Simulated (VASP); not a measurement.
I:

```xyz
1
Lattice="0.0000 2.3336 3.8570 2.1626 0.0000 3.8570 2.1626 2.3336 0.0000" Properties=species:S:1:pos:R:3 pbc="T T T"
I     0.0000    0.0000    0.0000
```

This cell differs from its parent crystal: volume scaled by 0.96.

Base run:

* Program: VASP 6.6.1
* Functional: PBE
* Potentials or basis: VASP PAW PBE potentials, release 64 (I)
* Cutoff: 520 eV
* k mesh: 9 × 9 × 9
* Occupations: fermi-dirac, width 0.05 eV
* Spin: no spin polarisation

Its results: pressure 1.6 GPa.

Problem. The run is repeated on the same cell with these changes: dispersion from none to D3(BJ). What comes out?

Solution. Pressure 0.1 GPa.

Dispersion adds attraction, which lowers the pressure at fixed volume and, as a term added to the energy, leaves the levels alone.

Caveats: spin-orbit coupling is left out, which moves the levels of the heavy elements; an odd number of electrons without spin polarisation forces a metal; a magnetic or distorted state may lie lower; pairwise dispersion overbinds metals, which lowers pressure and volume (some runs).
